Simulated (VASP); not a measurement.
# SiMo3 (R3c) in VASP: a series of runs

The runs below take SiMo3 through single point, with PBEsol.

Everything below comes from runs of VASP 6.6.1. Logs are shortened: lines on timing, memory, paths and dates and some standing lists are left out, and cuts for length are marked.

### Step 1. The cell of the first run

Symmetry: R3c, No. 161, trigonal system. Conventional cell: a = 6.875 Å, b = 6.875 Å, c = 8.421 Å, α = 90.00°, β = 90.00°, γ = 120.00°. Si (site symmetry 3) has 12 Mo at 2.66 to 2.78 Å within 3.5 Å. Within 3.2 Å of Mo (site symmetry 1) lie 10 Mo at 2.43 to 2.98 Å and 4 Si at 2.66 to 2.78 Å.

### Step 2. Single point, PBEsol (all Si atoms moved +0.075 Å, as atom 1 along Cartesian [1 1 1])

INCAR reads:

```
SYSTEM = SiMo3
ALGO = Fast ; EDIFF = 1E-7
ENCUT = 520 ; GGA = PS
ISIF = 2 ; ISMEAR = 0
LASPH = .TRUE. ; LCHARG = .FALSE.
LREAL = .FALSE. ; LWAVE = .FALSE.
NBANDS = 56 ; NELM = 100
PREC = Accurate ; SIGMA = 0.15
```

KPOINTS reads:

```
k-points
0
G
  8 8 8
  0 0 0
```

POSCAR reads:

```
SiMo3
1.0
    4.8615851671      0.0000000000      0.0000000000
    0.0000000000      4.8615851671      0.0000000000
    0.0000000000      0.0000000000      4.8615851671
Si Mo
2 6
Direct
    0.0089068213      0.0089068213      0.0089068213
    0.5089068213      0.5089068213      0.5089068213
    0.2500000000      0.0000000000      0.5000000000
    0.5000000000      0.7500000000      0.0000000000
    0.7500000000      0.0000000000      0.5000000000
    0.5000000000      0.2500000000      0.0000000000
    0.0000000000      0.5000000000      0.7500000000
    0.0000000000      0.5000000000      0.2500000000
```

Potentials or basis: VASP PAW PBE potentials, release 64 (Si, Mo_sv).

Started as:

```console
$ cat potpaw_PBE.64/Si/POTCAR potpaw_PBE.64/Mo_sv/POTCAR > POTCAR
$ mpirun -np 1 vasp_std > vasp.out
```

OUTCAR:

```text
SYSTEM = SiMo3
   EDIFF = 1E-7
   ENCUT = 520
   GGA = PS
   ISIF = 2
   ISMEAR = 0
   LASPH = .TRUE.
   LREAL = .FALSE.
   NELM = 100
   PREC = Accurate

 ion  position               nearest neighbor table
   1  0.009  0.009  0.009-   3 2.66   6 2.66   8 2.66   4 2.70   7 2.70   5 2.70   8 2.74   6 2.74
                             3 2.74   4 2.78   7 2.78   5 2.78
   2  0.509  0.509  0.509-   4 2.66   5 2.66   7 2.66   6 2.70   3 2.70   8 2.70   5 2.74   7 2.74
                             4 2.74   3 2.78   8 2.78   6 2.78
   3  0.250  0.000  0.500-   5 2.43   5 2.43   1 2.66   2 2.70   1 2.74   2 2.78   8 2.98   7 2.98
                             8 2.98   7 2.98   6 2.98   4 2.98   6 2.98   4 2.98
   4  0.500  0.750  0.000-   6 2.43   6 2.43   2 2.66   1 2.70   2 2.74   1 2.78   8 2.98   7 2.98
                             7 2.98   8 2.98   5 2.98   5 2.98   3 2.98   3 2.98
   5  0.750  0.000  0.500-   3 2.43   3 2.43   2 2.66   1 2.70   2 2.74   1 2.78   8 2.98   7 2.98
                             8 2.98   7 2.98   6 2.98   4 2.98   6 2.98   4 2.98
   6  0.500  0.250  0.000-   4 2.43   4 2.43   1 2.66   2 2.70   1 2.74   2 2.78   8 2.98   7 2.98
                             7 2.98   8 2.98   5 2.98   3 2.98   5 2.98   3 2.98
   7  0.000  0.500  0.750-   8 2.43   8 2.43   2 2.66   1 2.70   2 2.74   1 2.78   5 2.98   6 2.98
                             3 2.98   4 2.98   3 2.98   5 2.98   4 2.98   6 2.98
   8  0.000  0.500  0.250-   7 2.43   7 2.43   1 2.66   2 2.70   1 2.74   2 2.78   5 2.98   6 2.98
                             3 2.98   4 2.98   3 2.98   5 2.98   4 2.98   6 2.98

  LATTYP: Found a simple cubic cell.
 ALAT       =     4.8615851671

  Lattice vectors:

 A1 = (   4.8615851671,   0.0000000000,   0.0000000000)
 A2 = (   0.0000000000,   4.8615851671,   0.0000000000)
 A3 = (   0.0000000000,   0.0000000000,   4.8615851671)

Analysis of symmetry for initial positions (statically):
=====================================================================
 Subroutine PRICEL returns:
 Original cell was already a primitive cell.

 Routine SETGRP: Setting up the symmetry group for a
 simple cubic supercell.

 Subroutine GETGRP returns: Found  6 space group operations
 (whereof  3 operations were pure point group operations)
 out of a pool of 48 trial point group operations.

The static configuration has the point symmetry C_3 .
 The point group associated with its full space group is C_3v.

Analysis of symmetry for dynamics (positions and initial velocities):
=====================================================================
 Subroutine PRICEL returns:
 Original cell was already a primitive cell.

 Routine SETGRP: Setting up the symmetry group for a
 simple cubic supercell.

 Subroutine GETGRP returns: Found  6 space group operations
 (whereof  3 operations were pure point group operations)
 out of a pool of 48 trial point group operations.

The dynamic configuration has the point symmetry C_3 .
 The point group associated with its full space group is C_3v.

 Subroutine INISYM returns: Found  6 space group operations
 (whereof  3 operations are pure point group operations),
 and found     1 'primitive' translations

----------------------------------------------------------------------------------------

                                     Primitive cell

  volume of cell :     114.9036

  direct lattice vectors                    reciprocal lattice vectors
     4.861585167  0.000000000  0.000000000     0.205694226  0.000000000  0.000000000
     0.000000000  4.861585167  0.000000000     0.000000000  0.205694226  0.000000000
     0.000000000  0.000000000  4.861585167     0.000000000  0.000000000  0.205694226

  length of vectors
     4.861585167  4.861585167  4.861585167     0.205694226  0.205694226  0.205694226

  position of ions in fractional coordinates (direct lattice)
     0.008906821  0.008906821  0.008906821
     0.508906821  0.508906821  0.508906821
     0.250000000  0.000000000  0.500000000
     0.500000000  0.750000000  0.000000000
     0.750000000  0.000000000  0.500000000
     0.500000000  0.250000000  0.000000000
     0.000000000  0.500000000  0.750000000
     0.000000000  0.500000000  0.250000000

  ion indices of the primitive-cell ions
   primitive index   ion index
                 1           1
                 2           2
                 3           3
                 4           4
                 5           5
                 6           6
                 7           7
                 8           8

----------------------------------------------------------------------------------------

 KPOINTS: k-points

Automatic generation of k-mesh.
 Grid dimensions read from file:
 generate k-points for:    8    8    8

 Generating k-lattice:

  Cartesian coordinates                     Fractional coordinates (reciprocal lattice)
     0.025711778  0.000000000  0.000000000     0.125000000  0.000000000  0.000000000
     0.000000000  0.025711778  0.000000000     0.000000000  0.125000000  0.000000000
     0.000000000  0.000000000  0.025711778     0.000000000  0.000000000  0.125000000

  Length of vectors
     0.025711778  0.025711778  0.025711778

  Shift w.r.t. Gamma in fractional coordinates (k-lattice)
     0.000000000  0.000000000  0.000000000

 Subroutine IBZKPT returns following result:
 ===========================================

 Found     65 irreducible k-points:

 Following reciprocal coordinates:
            Coordinates               Weight
  0.000000  0.000000  0.000000      1.000000
  0.125000  0.000000  0.000000      6.000000
  0.250000  0.000000  0.000000      6.000000
  0.375000  0.000000  0.000000      6.000000
  0.500000  0.000000  0.000000      3.000000
  0.125000  0.125000  0.000000      6.000000
[... 16 lines left out ...]
 -0.125000  0.125000  0.125000      6.000000
  0.250000  0.125000  0.125000      6.000000
 [... further k-points ...]
   k-points           NKPTS =     65   k-points in BZ     NKDIM =     65   number of bands    NBANDS=     56
   number of dos      NEDOS =    301   number of ions     NIONS =      8
   total plane-waves  NPLWV =  46656
   dimension x,y,z NGX =    36 NGY =   36 NGZ =   36
   dimension x,y,z NGXF=    72 NGYF=   72 NGZF=   72
   ions per type =               2   6
   NGX,Y,Z   is equivalent  to a cutoff of  12.31, 12.31, 12.31 a.u.
   NGXF,Y,Z  is equivalent  to a cutoff of  24.62, 24.62, 24.62 a.u.
 SYSTEM =  SiMo3
   PREC   = accura    normal or accurate (medium, high low for compatibility)
   ISTART =      0    job   : 0-new  1-cont  2-samecut
   ICHARG =      2    charge: 1-file 2-atom 10-const
   ISPIN  =      1    spin polarized calculation?
   LNONCOLLINEAR =      F non collinear calculations
   LSORBIT =      F    spin-orbit coupling
   LASPH  =      T    aspherical Exc in radial PAW
   ENCUT  =  520.0 eV  38.22 Ry    6.18 a.u.   9.04  9.04  9.04*2*pi/ulx,y,z
   NELM   =    100;   NELMIN=  2; NELMDL= -5     # of ELM steps
   EDIFF  = 0.1E-06   stopping-criterion for ELM
   LREAL  =      F    real-space projection
   EDIFFG = 0.1E-05   stopping-criterion for IOM
   NSW    =      0    number of steps for IOM
   IBRION =     -1    ionic relax: 0-MD 1-quasi-New 2-CG
   NFREE  =      0    steps in history (QN), initial steepest desc. (CG)
   ISIF   =      2    stress and relaxation
   ISYM   =      2    0-nonsym 1-usesym 2-fastsym
   POTIM  = 0.5000    time-step for ionic-motion
   TEBEG  =    0.0;   TEEND  =   0.0 temperature during run
   PSTRESS=    0.0 pullay stress
   NELECT =      92.0000    total number of electrons
   NUPDOWN=      -1.0000    fix difference up-down
   EMIN   =  10.00;   EMAX   =-10.00  energy-range for DOS
   EFERMI =   0.00;   METHOD = LEGACY
   ISMEAR =     0;   SIGMA  =   0.15  broadening in eV -4-tet -1-fermi 0-gaus
   EFERMI_NEDOS =   21; number of points for ismear=-14 and -15
   IALGO  =     68    algorithm
   IMIX   =      4    mixing-type and parameters
     AMIX     =   0.40;   BMIX     =  1.00
     AMIX_MAG =   1.60;   BMIX_MAG =  1.00
  volume/ion in A,a.u.               =      14.36        96.93
  Fermi-wavevector in a.u.,A,eV,Ry     =   1.520173  2.872710 31.442036  2.310924
  Thomas-Fermi vector in A             =   2.629059
   LORBIT       =      0    0 simple, 1 ext, 2 COOP (PROOUT), +10 PAW based schemes
   GGA     = PS    functional components
   LHFCALC =     F    Hartree Fock is set to
   AEXX    =    0.0000 exact exchange contribution
   IVDW    =     0    specifies the selected vdW correction
   LEPSILON=     F    determine dielectric tensor
   LRPA    =     F    only Hartree local field effects (RPA)
 non-spin polarized calculation
 RMM-DIIS sequential band-by-band and
 Gauss-broadening in eV      SIGMA  =   0.15
  energy-cutoff  :      520.00
  volume of cell :      114.90
 maximum number of plane-waves:      3136
   NGX = 19   NGY = 19   NGZ = 19

 number of electron      91.9999994 magnetization

 Free energy of the ion-electron system (eV)
  ---------------------------------------------------
  ext. energy  EPLUGINS =         0.00000000
  ---------------------------------------------------
  free energy    TOTEN  =       -85.07105105 eV

  energy without entropy =      -85.02415058  energy(sigma->0) =      -85.04760081

 E-fermi :  12.9186     XC(G=0): -13.3223

 val. band max:       12.9132946321   @ k =   0.3750   0.3750   0.0000
 cond. band min:      12.9381642808   @ k =  -0.2500   0.1250   0.1250
 fundamental gap:      0.0248696486
 Fermi energy:        12.9186256473

 k-point     1 :       0.0000    0.0000    0.0000
  band No.  band energies     occupation
      1     -48.2731      2.00000
      2     -48.1476      2.00000
      3     -48.1476      2.00000
      4     -47.7955      2.00000
      5     -47.7955      2.00000
      6     -47.7955      2.00000
[... 1405 lines left out ...]
     55      15.4089      0.00000
     56      16.3955      0.00000

 [... further k-points ...]

------------------------ aborting loop because EDIFF is reached ----------------------------------------

  FORCE on cell =-STRESS in cart. coord.  units (eV):
  Direction    XX          YY          ZZ          XY          YZ          ZX
  --------------------------------------------------------------------------------------
  -------------------------------------------------------------------------------------
  Total        0.6337859      0.6337859      0.6337859      0.0468672      0.0468672      0.0468672
  in kB        8.8372976      8.8372976      8.8372976      0.6535004      0.6535004      0.6535004
  external PRESSURE =       8.8372976 kB  Pullay stress =       0.0000000 kB

 VOLUME and BASIS-vectors are now :
 -----------------------------------------------------------------------------
  energy-cutoff  :      520.00
  volume of cell :      114.90
      direct lattice vectors                 reciprocal lattice vectors
     4.861585167  0.000000000  0.000000000     0.205694226  0.000000000  0.000000000
     0.000000000  4.861585167  0.000000000     0.000000000  0.205694226  0.000000000
     0.000000000  0.000000000  4.861585167     0.000000000  0.000000000  0.205694226

 POSITION                                       TOTAL-FORCE (eV/Angst)
 -----------------------------------------------------------------------------------
      0.04330      0.04330      0.04330        -0.409493     -0.409493     -0.409493
      2.47409      2.47409      2.47409        -0.409493     -0.409493     -0.409493
      1.21540      0.00000      2.43079         0.063447      0.153656      0.192389
      2.43079      3.64619      0.00000         0.153656      0.063447      0.192389
      3.64619      0.00000      2.43079         0.063447      0.192389      0.153656
      2.43079      1.21540      0.00000         0.192389      0.063447      0.153656
      0.00000      2.43079      3.64619         0.192389      0.153656      0.063447
      0.00000      2.43079      1.21540         0.153656      0.192389      0.063447
 -----------------------------------------------------------------------------------
    total drift:                                0.000074      0.000074      0.000074

  FREE ENERGIE OF THE ION-ELECTRON SYSTEM (eV)
  ---------------------------------------------------
  free  energy   TOTEN  =       -85.0710510486 eV

  energy  without entropy=      -85.0241505757  energy(sigma->0) =      -85.04760081
```

It took 3.7 min on 1 thread of AMD EPYC 9R45 (Zen 5), shared host; peak memory 0.38 GiB.

Results:

```yaml
Free_energy: -85.0711 eV
Pressure: 0.9 GPa
Largest_force: 0.709 eV/Å
Band_gap_on_the_k_mesh: zero (bands 46 and 47 overlap by 2.46 eV)
```

Forces on the atoms (eV/Å):
```
Si  -0.409 -0.409 -0.409
Si  -0.409 -0.409 -0.409
Mo   0.063  0.154  0.192
Mo   0.154  0.063  0.192
Mo   0.063  0.192  0.154
Mo   0.192  0.063  0.154
Mo   0.192  0.154  0.063
Mo   0.154  0.192  0.063
```

Stress tensor (GPa, compression positive):
```
0.88 0.07 0.07
0.07 0.88 0.07
0.07 0.07 0.88
```

Levels at points of the mesh, in eV from the Fermi level:
| k point | band 44 | band 45 | band 46 | band 47 | band 48 | band 49 |
| --- | --- | --- | --- | --- | --- | --- |
| (0.00, 0.00, 0.00) | -1.61 | 1.27 | 1.27 | 1.27 | 2.12 | 2.43 |
| (0.50, 0.00, 0.00) | -1.74 | 0.26 | 0.26 | 0.93 | 0.93 | 1.54 |
| (0.50, 0.50, 0.00) | -0.92 | -0.89 | -0.74 | -0.73 | -0.53 | -0.10 |
| (0.50, 0.50, 0.50) | -1.21 | -1.20 | -1.20 | -1.20 | -1.20 | 1.29 |

Caveat: the cell differs from its parent crystal (all Si atoms moved +0.075 Å, as atom 1 along Cartesian [1 1 1]); the PAW data sets were made with another functional, which shifts forces and pressure a little.

### Step 3. Single point, PBEsol (all Si atoms moved +0.025 Å, as atom 1 along Cartesian [1 1 1])

INCAR reads:

```
ALGO = Fast
EDIFF = 1E-6
ENCUT = 520
GGA = PS
ISIF = 2
ISMEAR = 0
LASPH = True
LCHARG = False
LREAL = False
LWAVE = False
NBANDS = 56
NELM = 80
PREC = Accurate
SIGMA = 0.15
```

KPOINTS reads:

```
k-points
0
Gamma
  8 8 8
```

Edit POSCAR of step 2 so:

```diff
@@ -8,4 +8,4 @@
 Direct
-    0.0089068213      0.0089068213      0.0089068213
-    0.5089068213      0.5089068213      0.5089068213
+    0.0029689404      0.0029689404      0.0029689404
+    0.5029689404      0.5029689404      0.5029689404
     0.2500000000      0.0000000000      0.5000000000
```

Potentials or basis: VASP PAW PBE potentials, release 64 (Si, Mo_sv).

Started as:

```console
$ cat potpaw_PBE.64/Si/POTCAR potpaw_PBE.64/Mo_sv/POTCAR > POTCAR
$ mpirun -np 1 vasp_std > vasp.out
```

Run time: 3.1 min. Hardware: 1 thread of AMD EPYC 9R45 (Zen 5), shared host; peak memory 0.38 GiB.

It converged, with:

- Free energy: -85.1182 eV
- Pressure: 0.7 GPa
- Largest force: 0.235 eV/Å
- Band gap on the k mesh: zero (bands 46 and 47 overlap by 2.48 eV)

Forces in eV/Å, atoms in the order of the input:
```
Si  -0.136 -0.136 -0.136
Si  -0.136 -0.136 -0.136
Mo   0.021  0.055  0.060
Mo   0.055  0.021  0.060
Mo   0.021  0.060  0.055
Mo   0.060  0.021  0.055
Mo   0.060  0.055  0.021
Mo   0.055  0.060  0.021
```

Levels at points of the mesh, in eV from the Fermi level:
```csv
k point,band 43,band 44,band 45,band 46,band 47,band 48,band 49,band 50
"(0.00, 0.00, 0.00)",-1.61,-1.61,1.27,1.27,1.27,2.12,2.44,2.45
"(0.50, 0.00, 0.00)",-1.74,-1.74,0.26,0.26,0.94,0.94,1.54,1.54
"(0.50, 0.50, 0.00)",-1.16,-0.89,-0.89,-0.77,-0.73,-0.53,-0.10,0.26
"(0.50, 0.50, 0.50)",-1.21,-1.21,-1.21,-1.21,-1.21,-1.21,1.29,1.29
```

Caveat: the cell differs from its parent crystal (all Si atoms moved +0.025 Å, as atom 1 along Cartesian [1 1 1]); the PAW data sets were made with another functional, which shifts forces and pressure a little.
